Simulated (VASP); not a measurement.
A run of VASP 6.6.1 is set up as follows.

The input INCAR:

```
SYSTEM = Si
PREC = Accurate
ENCUT = 520
EDIFF = 1E-7
ISMEAR = 0
SIGMA = 0.02
LREAL = Auto
LASPH = .True.
NELM = 80
ALGO = Normal
ISIF = 2
LWAVE = .False.
LCHARG = .False.
GGA = PE
NBANDS = 48
```

The input KPOINTS:

```
regular mesh
0
Gamma
  2 2 2
  0 0 0
```

The input POSCAR:

```
Si
1.0
    0.0000000000      5.4300000000      5.4300000000
    5.4300000000      0.0000000000      5.4300000000
    5.4300000000      5.4300000000      0.0000000000
Si
17
Direct
    0.0002939227     -0.0011349908      0.0006062615
    0.1215673112      0.1280910681      0.1223590239
   -0.0069096685      0.0023595764      0.5025494475
    0.1217678637      0.1282870166      0.6283140884
    0.0002381215      0.5003703499      0.0004788214
    0.1250351750      0.6249994475      0.1249313076
    0.0003610497      0.5005603131      0.4987860958
    0.1216920810      0.6221154696      0.6281662983
    0.5017751381      0.0019664825     -0.0054429098
    0.6280278085      0.1281009208      0.1224005525
    0.5021197053      0.0023957643      0.5025981584
    0.6245209024      0.1252164825      0.6259365562
    0.4989104972      0.5003878453      0.0005042357
    0.6280190608      0.6218150092      0.1221813076
    0.5019650092      0.4938121547      0.5023416206
    0.6280883978      0.6221403315      0.6281917127
    0.3745399632     -0.1247880295      0.3759001842
```

Potentials or basis: VASP PAW PBE potentials, release 64 (Si).

Command:

```sh
$ cat potpaw_PBE.64/Si/POTCAR > POTCAR
$ mpirun -np 1 vasp_std > vasp.out
```

Q: What does it give for the pressure?

A: 5.3 GPa.

Q: What does it give for the band gap on the k mesh?

A: Zero (bands 34 and 35 overlap by 0.25 eV).

Forces on the atoms (eV/Å):
```
Si  -0.014  0.013 -0.014
Si  -0.001  0.020  0.004
Si   0.000  0.005  0.005
Si  -0.018  0.001 -0.002
Si   0.013  0.015  0.017
Si   0.002  0.001  0.000
Si  -0.013 -0.013  0.013
Si   0.001  0.004  0.016
Si  -0.004 -0.005  0.006
Si  -0.002 -0.004 -0.018
Si  -0.002 -0.005 -0.006
Si  -0.001 -0.001  0.000
Si   0.012 -0.017 -0.015
Si   0.026  0.000  0.001
Si   0.000  0.002 -0.002
Si   0.000 -0.016 -0.005
Si  -0.001  0.000  0.000
```

Caveat: the k points lie up to 0.50 Å⁻¹ apart.
